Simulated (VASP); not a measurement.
A run of VASP 6.6.1:

POSCAR

```
ZnS
1.0
    0.0000000000      2.6945131952      2.6945131952
    2.6945131952      0.0000000000      2.6945131952
    2.6945131952      2.6945131952      0.0000000000
Zn S
1 1
Direct
   -0.0170611996      0.0170611996     -0.0170611996
    0.7847929267      0.7152070733      0.7847929267
```

Contents of INCAR.step1:

```
  PREC = Accurate
  ENCUT = 520
  ISMEAR = 0
  SIGMA = 0.05
  LREAL = False
  LASPH = True
  NELM = 100
  NBANDS = 16
  GGA = PE
  ALGO = Normal
  EDIFF = 1E-4
  LWAVE = True
  LCHARG = False
```

INCAR.step2

```
  PREC = Accurate
  ENCUT = 520
  EDIFF = 1E-6
  ISMEAR = 0
  SIGMA = 0.05
  LREAL = False
  LASPH = True
  NELM = 100
  ALGO = Normal
  ISIF = 2
  LWAVE = False
  LCHARG = False
  METAGGA = R2SCAN
  LMIXTAU = True
  NBANDS = 16
  ISTART = 1
```

The input KPOINTS:

```
Automatic mesh
0
Gamma
  8 8 8
```

Potentials or basis: VASP PAW PBE potentials, release 64 (Zn, S).

Launch:

```bash
$ cat potpaw_PBE.64/Zn/POTCAR potpaw_PBE.64/S/POTCAR > POTCAR
$ cp INCAR.step1 INCAR
$ mpirun -np 1 vasp_std > vasp.out
$ cp INCAR.step2 INCAR
$ mpirun -np 1 vasp_std > vasp.out
```

Hardware: 1 thread of Intel Xeon 8259CL (shared host).

How long does it take, and how much memory?

It took 5.8 min on 1 thread of Intel Xeon 8259CL (shared host), peak memory 0.2 GiB. Counts: k points 95.
